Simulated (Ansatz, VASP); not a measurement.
**One calculation of InSb, two programs**

Contents of INCAR:

```
PREC = Accurate
ENCUT = 520
EDIFF = 1E-7
ISMEAR = 0
SIGMA = 0.1
LREAL = False
LASPH = True
NELM = 80
ALGO = Normal
ISIF = 2
LWAVE = False
LCHARG = True
GGA = PE
LELF = True
LVHAR = True
NBANDS = 36
```

File KPOINTS:

```
Automatic mesh
0
Gamma
  4 4 2
```

Contents of POSCAR:

```
InSb
1.0
    4.4570755500      0.0000000000      0.0000000000
    0.0000000000      4.4570755500      0.0000000000
    0.0000000000      0.0000000000      9.6611807400
In Sb
3 3
Direct
    0.5000000000      0.0000000000      0.0000000000
    0.0000000000      0.5000000000      0.0000000000
    0.5000000000      0.5000000000      0.0000000000
    0.0000000000      0.0000000000      0.7755737100
    0.0000000000      0.0000000000      0.2244262900
    0.0000000000      0.0000000000      0.5000000000
```

Input for Ansatz:

```yaml
crystal:
  lattice:
    - [4.45707555, 0.0, 0.0]
    - [0.0, 4.45707555, 0.0]
    - [0.0, 0.0, 9.66118074]
  atoms:
    - { symbol: In, position: [0.5, 0.0, 0.0] }
    - { symbol: In, position: [0.0, 0.5, 0.0] }
    - { symbol: In, position: [0.5, 0.5, 0.0] }
    - { symbol: Sb, position: [0.0, 0.0, 0.77557371] }
    - { symbol: Sb, position: [0.0, 0.0, 0.22442629] }
    - { symbol: Sb, position: [0.0, 0.0, 0.5] }
basis:
  ecutwfc: 420
kpoints:
  mp_grid: { grid: [4, 4, 2] }
hamiltonian:
  xc: pbe
scf:
  occupations: { method: gaussian, width: 0.1 }
  lower_state_search: "off"
output:
  forces: true
  stress: true
  eigenvalues: true
```

Alike in both runs: task single point; functional PBE; k mesh 4 × 4 × 2; occupations gaussian, width 0.1 eV; no spin polarisation.

```csv
,VASP,Ansatz
version,VASP 6.6.1,Ansatz 0.2.0
potentials or method,"VASP PAW PBE potentials, release 64 (In_d, Sb), cutoff 520 eV","scalar-relativistic, plane waves, PAW"
valence electrons in the cell,54,84
```

```tsv
	VASP	Ansatz	Ansatz less VASP
gap on the k mesh at the Fermi level (eV)	none	none	-
pressure (GPa)	27.7	27.6	-0.10
traceless stress, the component that is largest in VASP (GPa)	-20.82	-20.78	+0.034
rms of the force components (eV/Å)	0.135	0.139	+0.0042
```

Atom by atom the forces differ by 0.004 eV/Å (rms over components). A gap of «none» marks a metal or a gap that the smearing closes. VASP's potentials hold 54 valence electrons a cell and Ansatz's 84, so a difference there can come from the potentials and not from the codes.

Neither program's run includes spin-orbit coupling.
